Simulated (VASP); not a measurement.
## KRb2WF6: single point with PBE

The system is KRb2WF6.

```
CELL_PARAMETERS angstrom
0.00000 4.60301 4.60301
4.60301 0.00000 4.60301
4.60301 4.60301 0.00000
ATOMIC_POSITIONS crystal
Rb 0.25000 0.25000 0.25000
Rb 0.75000 0.75000 0.75000
K 0.50000 0.50000 0.50000
F 0.77537 0.22463 0.22463
F 0.22463 0.77537 0.22463
F 0.22463 0.77537 0.77537
F 0.77537 0.22463 0.77537
F 0.22463 0.22463 0.77537
F 0.77537 0.77537 0.22463
W 0.00000 0.00000 0.00000
```

```yaml
Program: VASP 6.6.1
Task: single point
Functional: PBE
Potentials_or_basis: VASP PAW PBE potentials, release 64 (Rb_sv, K_sv, F_h, W_sv)
Cutoff: 1350 eV
k_mesh: 5 × 5 × 5
Occupations: methfessel-paxton, width 0.0436 eV
Spin: no spin polarisation
Dipole_correction: no
Further_INCAR_settings: ALGO = Normal; EDIFF = 1e-06; NBANDS = 52
```

The pressure is 0.2 GPa, the largest force is 0.087 eV/Å and the band gap on the k mesh is zero (an odd number of electrons rules out a gap without spin polarisation).

Forces in eV/Å, atoms in the order of the input:
```
Rb   0.000  0.000  0.000
Rb   0.000  0.000  0.000
K    0.000  0.000  0.000
F    0.087  0.000  0.000
F    0.000  0.087  0.000
F   -0.087  0.000  0.000
F    0.000 -0.087  0.000
F    0.000  0.000  0.087
F    0.000  0.000 -0.087
W    0.000  0.000  0.000
```

Levels at points of the mesh, in eV from the Fermi level:
```tsv
k point	band 38	band 39	band 40	band 41	band 42	band 43	band 44	band 45	band 46	band 47
(0.00, 0.00, 0.00)	-6.44	-6.44	-6.44	-0.12	-0.09	-0.09	-0.09	2.39	2.39	3.31
```

Run time: 9.4 min on 1 thread of Intel(R) Xeon(R) Platinum 8259CL CPU @ 2.50GHz (Skylake/Cascade Lake), on a shared host, peak memory 1.2 GiB.

Caveat: spin-orbit coupling is left out, which moves the levels of the heavy elements; an odd number of electrons without spin polarisation forces a metal; a magnetic or distorted state may lie lower.
